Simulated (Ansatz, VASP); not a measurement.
## SrO in VASP and in Ansatz

The input POSCAR:

```
SrO
1.0
    0.0000000000      2.5698000000      2.5698000000
    2.5698000000      0.0000000000      2.5698000000
    2.5698000000      2.5698000000      0.0000000000
Sr O
1 1
Direct
   -0.0145925753     -0.0145925753      0.0145925753
    0.5000000000      0.5000000000      0.5000000000
```

Contents of INCAR.step1:

```
SYSTEM = SrO
PREC = Accurate
ENCUT = 520
ISMEAR = 0
SIGMA = 0.05
LREAL = .FALSE.
LASPH = .TRUE.
NELM = 100
NBANDS = 15
GGA = PE
ALGO = Normal
EDIFF = 1E-4
LWAVE = .TRUE.
LCHARG = .FALSE.
```

The input INCAR.step2:

```
SYSTEM = SrO
PREC = Accurate
ENCUT = 520
EDIFF = 1E-6
ISMEAR = 0
SIGMA = 0.05
LREAL = .FALSE.
LASPH = .TRUE.
NELM = 100
ALGO = Normal
ISIF = 2
LWAVE = .FALSE.
LCHARG = .TRUE.
METAGGA = R2SCAN
LMIXTAU = .TRUE.
LELF = .TRUE.
LVHAR = .TRUE.
NBANDS = 15
ISTART = 1
```

KPOINTS

```
Automatic mesh
0
G
  8 8 8
  0 0 0
```

Input for Ansatz:

```yaml
crystal:
  lattice:
    - [0.0, 2.5698, 2.5698]
    - [2.5698, 0.0, 2.5698]
    - [2.5698, 2.5698, 0.0]
  atoms:
    - { symbol: Sr, position: [-0.0145925753, -0.0145925753, 0.0145925753] }
    - { symbol: O, position: [0.5, 0.5, 0.5] }
basis:
  ecutwfc: 500
kpoints:
  mp_grid: { grid: [8, 8, 8] }
hamiltonian:
  xc: r2scan
scf:
  occupations: { method: gaussian, width: 0.05 }
output:
  forces: true
  stress: true
  eigenvalues: true
  write_density: true
  write_potential: true
  elf: true
  volumetric_format: npy
```

Change from the starting cell: all Sr atoms moved +0.075 Å, as atom 1 towards its neighbour atom 2 (O) at 2.570 Å.

Alike in both runs: task single point; functional r2SCAN; k mesh 8 × 8 × 8; occupations gaussian, width 0.05 eV; no spin polarisation.

```csv
,VASP,Ansatz
version,VASP 6.6.1,Ansatz 0.2.0
potentials or method,"VASP PAW PBE potentials, release 64 (Sr_sv, O), cutoff 520 eV","scalar-relativistic, plane waves, PAW"
valence electrons in the cell,16,16
```

VASP gave:

* gap on the k mesh at the Fermi level (eV): 3.76
* least direct gap on the mesh (eV): 3.83
* pressure (GPa): 1.8
* traceless stress, the component that is largest in VASP (GPa): 0.46
* rms of the force components (eV/Å): 0.116

Which values does Ansatz return?

gap on the k mesh at the Fermi level (eV): 3.81; least direct gap on the mesh (eV): 3.87; pressure (GPa): 1.3; traceless stress, the component that is largest in VASP (GPa): 0.44; rms of the force components (eV/Å): 0.109.

VASP's potentials were made for PBE, not for r2SCAN. Atom by atom the forces differ by 0.007 eV/Å (rms over components).
